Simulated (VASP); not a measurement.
TiO2, 12 atoms in the cell. The structure is orthorhombic, space group Pbcn (No. 60). The conventional cell has a = 4.562 Å, b = 5.514 Å, c = 4.977 Å, α = 90.00°, β = 90.00°, γ = 90.00°. Ti (site symmetry 2) has 6 O at 1.93 to 2.04 Å within 2.6 Å. Within 3.1 Å of O (site symmetry 1) lie 3 Ti at 1.93 to 2.04 Å and 12 O at 2.56 to 3.01 Å. 

```yaml
Program: VASP 6.6.1
Task: single point
Functional: r2SCAN
Potentials_or_basis: VASP PAW PBE potentials, release 64 (Ti_sv, O)
Cutoff: 520 eV
k_mesh: 6 × 5 × 6
Occupations: fermi-dirac, width 0.05 eV
Spin: no spin polarisation
Hubbard_terms: Ti d U = 6.0 eV
Dipole_correction: no
Further_INCAR_settings: ALGO = Normal; EDIFF = 1e-07; NBANDS = 60
```

Potentials or basis: VASP PAW PBE potentials, release 64 (Ti_sv, O).

Launch:

```console
$ cat potpaw_PBE.64/Ti_sv/POTCAR potpaw_PBE.64/O/POTCAR > POTCAR
$ cp INCAR.step1 INCAR
$ mpirun -np 4 vasp_std > vasp.out
$ cp INCAR.step2 INCAR
$ mpirun -np 4 vasp_std > vasp.out
```

Hardware: 4 MPI ranks on Intel(R) Xeon(R) Platinum 8488C (Sapphire Rapids), with other jobs on the host.

Question: Estimate the wall time of this run.

Answer: It took 5.8 min on 4 MPI ranks on Intel(R) Xeon(R) Platinum 8488C (Sapphire Rapids) (shared host), peak memory 0.41 GiB a rank. Counts: k points 48.
